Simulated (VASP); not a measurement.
# C: single point with LDA

Crystal: C.

```
CELL_PARAMETERS angstrom
2.51733 1.45338 2.30666
-2.51733 1.45338 2.30666
0.00000 -2.90676 2.30666
ATOMIC_POSITIONS crystal
C 0.59156 0.59156 0.59156
C 0.40844 0.40844 0.40844
```

| Item | Value |
| --- | --- |
| Program | VASP 6.6.1 |
| Task | single point |
| Functional | LDA |
| Potentials or basis | VASP PAW LDA potentials, release 64 (C) |
| Cutoff | 600 eV |
| k mesh | 5 × 5 × 5 |
| Occupations | fermi-dirac, width 0.01 eV |
| Spin | no spin polarisation |

| Quantity | Value |
| --- | --- |
| Pressure | -3.9 GPa |
| Largest force | 2.159 eV/Å |
| Band gap on the k mesh | zero (band 4 reaches -4.53 eV, above the bottom of band 5 at -4.59 eV) |

Forces on the atoms (eV/Å):
```
C    0.000  0.000  2.159
C    0.000  0.000 -2.159
```

Stress tensor (GPa, compression positive):
```
-7.82  0.00  0.00
 0.00 -7.82  0.00
 0.00  0.00  3.93
```

Levels at points of the mesh, in eV from the Fermi level:
```
           k point  band 1  band 2  band 3  band 4  band 5  band 6  band 7  band 8  band 9
(0.00, 0.00, 0.00)  -12.44   -1.52   -1.09   -0.06   -0.06    5.64    5.64    9.30   15.91
```

Wall time 11 s on 1 thread of Intel(R) Xeon(R) Platinum 8488C (Sapphire Rapids), on a shared host, peak memory 0.13 GiB.

Caveat: forces of over 1 eV/Å act on the atoms, so gaps and moduli don't describe the material at rest.
